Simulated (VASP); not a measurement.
# KTaO3 (Pm-3m) in VASP: notebook, part 2 of 3

VASP 6.6.1.

## (5) Relaxation of cell and atoms, r2SCAN+U

This run uses another cell than the first one, of 12.69 Å³/atom.

Contents of POSCAR:

```
KTaO3
1.0
    3.9883000000      0.0000000000      0.0000000000
    0.0000000000      3.9883000000      0.0000000000
    0.0000000000      0.0000000000      3.9883000000
Ta K O
1 1 3
Direct
    0.0000000000      0.0000000000      0.0000000000
    0.5000000000      0.5000000000      0.5000000000
    0.0000000000      0.0000000000      0.5000000000
    0.0000000000      0.5000000000      0.0000000000
    0.5000000000      0.0000000000      0.0000000000
```

Contents of INCAR.step1:

```
SYSTEM = KTaO3
PREC     = Accurate       ! precision mode
ENCUT    = 600            ! plane-wave cutoff, eV
ISMEAR   = -1             ! smearing method
SIGMA    = 0.05           ! smearing width, eV
LREAL    = .False.        ! projectors in reciprocal space
LASPH    = .True.         ! aspherical terms in the spheres
NELM     = 150            ! most SCF steps
LMAXMIX  = 4              ! l up to which the mixer works
LDAU     = .True.         ! DFT+U
LDAUTYPE = 2            
LDAUL    = 2 -1 -1        ! shell
LDAUU    = 1 0 0          ! U, eV
LDAUJ    = 0 0 0        
GGA      = PE             ! functional
ALGO     = Normal         ! electronic algorithm
EDIFF    = 1E-4           ! SCF threshold, eV
LWAVE    = .True.         ! write WAVECAR
LCHARG   = .False.        ! write CHGCAR
```

Contents of INCAR.step2:

```
SYSTEM = KTaO3
PREC     = Accurate       ! precision mode
ENCUT    = 600            ! plane-wave cutoff, eV
EDIFF    = 1E-6           ! SCF threshold, eV
ISMEAR   = -1             ! smearing method
SIGMA    = 0.05           ! smearing width, eV
LREAL    = .False.        ! projectors in reciprocal space
LASPH    = .True.         ! aspherical terms in the spheres
NELM     = 150            ! most SCF steps
ALGO     = Normal         ! electronic algorithm
ISIF     = 3              ! what is computed and relaxed
LWAVE    = .False.        ! write WAVECAR
LCHARG   = .False.        ! write CHGCAR
LMAXMIX  = 4              ! l up to which the mixer works
LDAU     = .True.         ! DFT+U
LDAUTYPE = 2            
LDAUL    = 2 -1 -1        ! shell
LDAUU    = 1 0 0          ! U, eV
LDAUJ    = 0 0 0        
LDAUPRINT= 1            
METAGGA  = R2SCAN         ! meta-GGA
LMIXTAU  = .True.       
IBRION   = 2              ! ionic algorithm
NSW      = 60             ! ionic steps
EDIFFG   = -0.01          ! ionic threshold
ISTART   = 1
```

Contents of KPOINTS:

```
Automatic mesh
0
Gamma
  7 7 7
  0 0 0
```

Potentials or basis: VASP PAW PBE potentials, release 64 (Ta_pv, K_sv, O).

Launch:

```console
cat potpaw_PBE.64/Ta_pv/POTCAR potpaw_PBE.64/K_sv/POTCAR potpaw_PBE.64/O/POTCAR > POTCAR
cp INCAR.step1 INCAR
mpirun -np 1 vasp_std > vasp.out
cp INCAR.step2 INCAR
mpirun -np 1 vasp_std > vasp.out
```

OUTCAR:

```text
SYSTEM = KTaO3
   PREC = Accurate
   ENCUT = 600
   EDIFF = 1E-6
   ISMEAR = -1
   LREAL = .False.
   LASPH = .True.
   NELM = 150
   ISIF = 3
   METAGGA = R2SCAN
   IBRION = 2
   NSW = 60
   EDIFFG = -0.01
   ISTART = 1

 ion  position               nearest neighbor table
   1  0.000  0.000  0.000-   3 1.99   4 1.99   5 1.99   3 1.99   4 1.99   5 1.99   2 3.45   2 3.45
                             2 3.45   2 3.45   2 3.45   2 3.45   2 3.45   2 3.45
   2  0.500  0.500  0.500-   3 2.82   4 2.82   5 2.82   4 2.82   5 2.82   3 2.82   5 2.82   5 2.82
                             3 2.82   4 2.82   4 2.82   3 2.82   1 3.45   1 3.45   1 3.45   1 3.45
   3  0.000  0.000  0.500-   1 1.99   1 1.99   2 2.82   2 2.82   2 2.82   2 2.82
   4  0.000  0.500  0.000-   1 1.99   1 1.99   2 2.82   2 2.82   2 2.82   2 2.82
   5  0.500  0.000  0.000-   1 1.99   1 1.99   2 2.82   2 2.82   2 2.82   2 2.82

  LATTYP: Found a simple cubic cell.
 ALAT       =     3.9883000000

  Lattice vectors:

 A1 = (   3.9883000000,   0.0000000000,   0.0000000000)
 A2 = (   0.0000000000,   3.9883000000,   0.0000000000)
 A3 = (   0.0000000000,   0.0000000000,   3.9883000000)

Analysis of symmetry for initial positions (statically):
=====================================================================
 Subroutine PRICEL returns:
 Original cell was already a primitive cell.

 Routine SETGRP: Setting up the symmetry group for a
 simple cubic supercell.

 Subroutine GETGRP returns: Found 48 space group operations
 (whereof 48 operations were pure point group operations)
 out of a pool of 48 trial point group operations.

The static configuration has the point symmetry O_h .

Analysis of symmetry for dynamics (positions and initial velocities):
=====================================================================
 Subroutine PRICEL returns:
 Original cell was already a primitive cell.
[... 170 lines left out ...]
  Total        0.8057950      0.8057950      0.8057950      0.0000000      0.0000000     -0.0000000
  in kB       20.3503413     20.3503413     20.3503413      0.0000000      0.0000000     -0.0000000
  external PRESSURE =      20.3503413 kB  Pullay stress =       0.0000000 kB
[... 59 lines left out ...]
  FREE ENERGIE OF THE ION-ELECTRON SYSTEM (eV)
  ---------------------------------------------------
  free  energy   TOTEN  =       -86.3823710066 eV

  energy  without entropy=      -86.3823710065  energy(sigma->0) =      -86.38237101

atom =   1  type =  1  l = 2

 onsite density matrix

spin component  1

  0.1441 -0.0000 -0.0000 -0.0000  0.0000
 -0.0000  0.1441  0.0000 -0.0000 -0.0000
 -0.0000  0.0000  0.2842 -0.0000 -0.0000
 -0.0000 -0.0000 -0.0000  0.1441 -0.0000
  0.0000 -0.0000 -0.0000 -0.0000  0.2842

spin component  2

  0.1441 -0.0000 -0.0000 -0.0000  0.0000
 -0.0000  0.1441  0.0000 -0.0000 -0.0000
 -0.0000  0.0000  0.2842 -0.0000 -0.0000
 -0.0000 -0.0000 -0.0000  0.1441 -0.0000
  0.0000 -0.0000 -0.0000 -0.0000  0.2842

 occupancies and eigenvectors

  o =  0.1441  v =  1.0000  0.0000  0.0000  0.0000  0.0000  0.0000  0.0000  0.0000  0.0000  0.0000      0.0000  0.0000  0.0000  0.0000  0.0000  0.0000  0.0000  0.0000  0.0000  0.0000
  o =  0.1441  v =  0.0000  0.0000  0.0000  0.0000  0.0000  1.0000  0.0000  0.0000  0.0000  0.0000      0.0000  0.0000  0.0000  0.0000  0.0000  0.0000  0.0000  0.0000  0.0000  0.0000
  o =  0.1441  v =  0.0000  0.9966  0.0000  0.0826 -0.0000  0.0000  0.0000  0.0000  0.0000  0.0000      0.0000  0.0000  0.0000  0.0000  0.0000  0.0000  0.0000  0.0000  0.0000  0.0000
  o =  0.1441  v =  0.0000  0.0000  0.0000  0.0000  0.0000  0.0000  0.9966  0.0000  0.0826 -0.0000      0.0000  0.0000  0.0000  0.0000  0.0000  0.0000  0.0000  0.0000  0.0000  0.0000
  o =  0.1441  v =  0.0000  0.0826  0.0000 -0.9966  0.0000  0.0000  0.0000  0.0000  0.0000  0.0000      0.0000  0.0000  0.0000  0.0000  0.0000  0.0000  0.0000  0.0000  0.0000  0.0000
  o =  0.1441  v =  0.0000  0.0000  0.0000  0.0000  0.0000  0.0000  0.0826  0.0000 -0.9966  0.0000      0.0000  0.0000  0.0000  0.0000  0.0000  0.0000  0.0000  0.0000  0.0000  0.0000
  o =  0.2842  v =  0.0000  0.0000  0.0000  0.0000  0.0000  0.0000 -0.0000  1.0000  0.0000  0.0040      0.0000  0.0000  0.0000  0.0000  0.0000  0.0000  0.0000  0.0000  0.0000  0.0000
  o =  0.2842  v =  0.0000 -0.0000  1.0000  0.0000  0.0040  0.0000  0.0000  0.0000  0.0000  0.0000      0.0000  0.0000  0.0000  0.0000  0.0000  0.0000  0.0000  0.0000  0.0000  0.0000
  o =  0.2842  v =  0.0000  0.0000  0.0000  0.0000  0.0000  0.0000  0.0000 -0.0040  0.0000  1.0000      0.0000  0.0000  0.0000  0.0000  0.0000  0.0000  0.0000  0.0000  0.0000  0.0000
  o =  0.2842  v =  0.0000  0.0000 -0.0040  0.0000  1.0000  0.0000  0.0000  0.0000  0.0000  0.0000      0.0000  0.0000  0.0000  0.0000  0.0000  0.0000  0.0000  0.0000  0.0000  0.0000

--------------------------------------- Ionic step        3  -------------------------------------------

 number of electron      37.9999995 magnetization

 Free energy of the ion-electron system (eV)
  ---------------------------------------------------
  ext. energy  EPLUGINS =         0.00000000
  ---------------------------------------------------
  free energy    TOTEN  =       -86.39009436 eV

  energy without entropy =      -86.39009436  energy(sigma->0) =      -86.39009436

 E-fermi :   2.5078     XC(G=0): -11.5038

 val. band max:        1.3293072814   @ k =   0.4286   0.4286   0.4286
 cond. band min:       4.1068210612   @ k =   0.0000   0.0000   0.0000
 fundamental gap:      2.7775137798
 Fermi energy:         2.5078043337

 k-point     1 :       0.0000    0.0000    0.0000
  band No.  band energies     occupation
      1     -34.1375      2.00000
      2     -34.1375      2.00000
      3     -34.1375      2.00000
      4     -27.0721      2.00000
      5     -17.1427      2.00000
      6     -16.4548      2.00000
[... 541 lines left out ...]
  FREE ENERGIE OF THE ION-ELECTRON SYSTEM (eV)
  ---------------------------------------------------
  free  energy   TOTEN  =       -86.3900943559 eV

  energy  without entropy=      -86.3900943559  energy(sigma->0) =      -86.39009436

 reached required accuracy - stopping structural energy minimisation
```

OUTCAR.step1:

```text
SYSTEM = KTaO3
   PREC = Accurate
   ENCUT = 600
   ISMEAR = -1
   LREAL = .False.
   LASPH = .True.
[... 751 lines left out ...]
      0.00000      0.00000      1.99415         0.000000      0.000000      0.000000
      0.00000      1.99415      0.00000         0.000000      0.000000      0.000000
      1.99415      0.00000      0.00000         0.000000      0.000000      0.000000
 -----------------------------------------------------------------------------------
    total drift:                                0.000000      0.000000     -0.000000

  FREE ENERGIE OF THE ION-ELECTRON SYSTEM (eV)
  ---------------------------------------------------
  free  energy   TOTEN  =       -40.2334639011 eV

  energy  without entropy=      -40.2334639011  energy(sigma->0) =      -40.23346390
```

It took 2.9 min on 1 thread of Oxide Virtual Turin-like, shared host; peak memory 0.19 GiB.

What came out:

```yaml
Free_energy: -86.3901 eV
Relaxed_volume: 12.81 Å³/atom
Relaxed_cell: a = 4.001 Å, b = 4.001 Å, c = 4.001 Å, α = 90.00°, β = 90.00°, γ = 90.00°
Space_group_after_relaxing_to_0.1_Å: Pm-3m (No. 221)
Energy_gained_by_relaxing: 0.8 meV/atom
Ionic_steps: 3
Pressure_after_relaxing: 0.0 GPa
Band_gap_on_the_k_mesh: 2.78 eV (least direct gap 3.39 eV)
```

Step by step:
```
step  energy change (eV)  largest force (eV/Å)  pressure (GPa)  volume (Å³)
   1              0.0000                0.0000            2.04        63.44
   2              0.0039                0.0000           -2.81        64.93
   3             -0.0038                0.0000           -0.01        64.05
```

Final structure:
```yaml
crystal:
  lattice:
    - [4.00111, 0.00000, 0.00000]
    - [0.00000, 4.00111, 0.00000]
    - [0.00000, 0.00000, 4.00111]
  atoms:
    - { symbol: Ta, position: [0.00000, 0.00000, 0.00000] }
    - { symbol: K, position: [0.50000, 0.50000, 0.50000] }
    - { symbol: O, position: [0.00000, 0.00000, 0.50000] }
    - { symbol: O, position: [0.00000, 0.50000, 0.00000] }
    - { symbol: O, position: [0.50000, 0.00000, 0.00000] }
```

Levels at points of the mesh, in eV from the valence-band top:
| k point | band 16 | band 17 | band 18 | band 19 | band 20 | band 21 | band 22 | band 23 |
| --- | --- | --- | --- | --- | --- | --- | --- | --- |
| (0.00, 0.00, 0.00) | -1.02 | -0.61 | -0.61 | -0.61 | 2.78 | 2.78 | 2.78 | 7.10 |

Eigenvalues of the final occupation matrices:
```
    site  spin  trace               eigenvalues
site 1 d     1   1.00  0.14 0.14 0.14 0.28 0.28
site 1 d     2   1.00  0.14 0.14 0.14 0.28 0.28
```

Caveat: the PAW data sets were made with another functional, which shifts forces and pressure a little; spin-orbit coupling is left out, which moves the levels of the heavy elements; an odd mesh through Γ misses points on the zone boundary, where band edges can lie.

(Continued in part 3 of 3.)
